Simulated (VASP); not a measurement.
Runs of VASP 6.6.1 on SiSb2. The structure is that of space group Fm-3m (No. 225), or close to it. The cells are those of the table. 

```csv
task,cell,k mesh,cutoff (eV),gap on the mesh (eV),pressure (GPa),relaxed volume (Å³/atom)
relaxation of cell and atoms,"relaxed from a = 4.831 Å, angles 60.0°, 3 atoms",12 × 12 × 12,600,none,0.0,26.19
single point,"a = 4.809 Å, angles 60.0°, 3 atoms",12 × 12 × 12,520,none,0.0,-
single point,"a = 4.831 Å, angles 60.0°, 3 atoms",4 × 4 × 4,520,none,0.0,-
single point,"a = 4.607 Å, angles 60.0°, 3 atoms",6 × 6 × 6,520,none,8.6,-
relaxation of cell and atoms,"relaxed from a = 4.607 Å, angles 60.0°, 3 atoms",4 × 4 × 4,600,none,0.0,(a)
```

Alike in all rows: level PBE; potentials or basis VASP PAW PBE potentials, release 64 (Si, Sb); no spin polarisation; smearing gaussian 0.1 eV.

Question: Fill in the values left out.

Answer: (a) 26.59.

Caveats: some runs use coarse meshes; spin-orbit coupling is left out, which moves the levels of the heavy elements; the cell stands under pressure (at least some runs); the volume moved by over 15 % at a fixed basis, so the end points are rough (at least some runs).

A k mesh can miss the band edges, and the runs leave out spin-orbit coupling on Sb.

A gap of «none» marks levels without a gap at the run's occupations.
